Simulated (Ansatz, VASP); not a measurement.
**BAs in VASP and in Ansatz**

```
CELL_PARAMETERS angstrom
3.23587 0.00000 0.00000
0.00000 3.23587 0.00000
0.00000 0.00000 3.23587
ATOMIC_POSITIONS crystal
B 0.00000 0.00000 0.00000
As 0.50000 0.50000 0.50000
```

Alike in both runs: functional PBE; k mesh 6 × 6 × 6; occupations fermi-dirac, width 0.05 eV; no spin polarisation.

|  | VASP | Ansatz |
| --- | --- | --- |
| version | VASP 6.6.1 | Ansatz 0.2.0 |
| potentials or method | VASP PAW PBE potentials, release 64 (B, As) | Ansatz PAW |
| plane-wave cutoff (eV) | 520 | 420 |
| valence electrons in the cell | 8 | 18 |
| task | single point | band structure |

|  | VASP | Ansatz | Ansatz less VASP |
| --- | --- | --- | --- |
| gap on the k mesh at the Fermi level (eV) | none | none | - |
| pressure (GPa) | -16.4 | -16.4 | +0.01 |

A gap of «none» marks a metal or a gap that the smearing closes. VASP's potentials hold 8 valence electrons a cell and Ansatz's 18, so a difference there can come from the potentials and not from the codes.
